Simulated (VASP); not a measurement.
CaMg3F8:

```
CELL_PARAMETERS angstrom
3.62120 -5.12115 0.00000
3.62120 5.12115 0.00000
0.00000 0.00000 3.62120
ATOMIC_POSITIONS crystal
Mg 0.00000 0.00000 0.00000
Mg 0.50000 0.00000 0.50000
Mg 0.00000 0.50000 0.50000
F 0.37500 0.62500 0.50000
F 0.12500 0.87500 0.50000
F 0.87500 0.62500 0.00000
F 0.62500 0.87500 0.00000
F 0.37500 0.12500 0.00000
F 0.12500 0.37500 0.00000
F 0.87500 0.12500 0.50000
F 0.62500 0.37500 0.50000
Ca 0.50000 0.50000 0.00000
```

| Property | Result |
| --- | --- |
| Program | VASP 6.6.1 |
| Task | relaxation of cell and atoms |
| Functional | PBE |
| Potentials or basis | VASP PAW PBE potentials, release 64 (Mg, F, Ca_sv) |
| Cutoff | 600 eV |
| k mesh | 4 × 4 × 6 |
| Occupations | fermi-dirac, width 0.02 eV |
| Spin | no spin polarisation |

At the start: pressure 1.7 GPa; volume 11.19 Å³/atom.

Problem. How do energy, volume and symmetry change on relaxing?

Solution. Over 11 steps the energy falls by 35.9 meV/atom and the volume is 11.20 Å³/atom (+0.1 %); space group Cmmm (No. 65, to 0.1 Å) before and after.

The path:
```
step  energy change (eV)  largest force (eV/Å)  pressure (GPa)  volume (Å³)
   1              0.0000                1.4010            1.68       134.31
   2             -0.3305                0.5783           -1.02       136.61
   3             -0.3775                0.3030           -2.19       137.92
   4             -0.4218                0.2062           -0.18       134.77
   5             -0.4242                0.1762            0.44       133.88
   6             -0.4294                0.0658            0.17       134.25
   7             -0.4302                0.0391            0.02       134.45
   8             -0.4307                0.0166           -0.03       134.51
   9             -0.4308                0.0079           -0.06       134.56
  10             -0.4308                0.0041           -0.05       134.55
  11             -0.4308                0.0023            0.02       134.45
```

Final structure:
```
Mg F Ca
1.0
     3.59883   -5.14159    0.00000
     3.59883    5.14159    0.00000
     0.00000    0.00000    3.63311
Mg F Ca
3 8 1
Direct
  0.00000 0.00000 0.00000
  0.50000 0.00000 0.50000
  0.00000 0.50000 0.50000
  0.36144 0.63856 0.50000
  0.12074 0.87926 0.50000
  0.89217 0.63378 0.00000
  0.63378 0.89217 0.00000
  0.36622 0.10783 0.00000
  0.10783 0.36622 0.00000
  0.87926 0.12074 0.50000
  0.63856 0.36144 0.50000
  0.50000 0.50000 0.00000
```
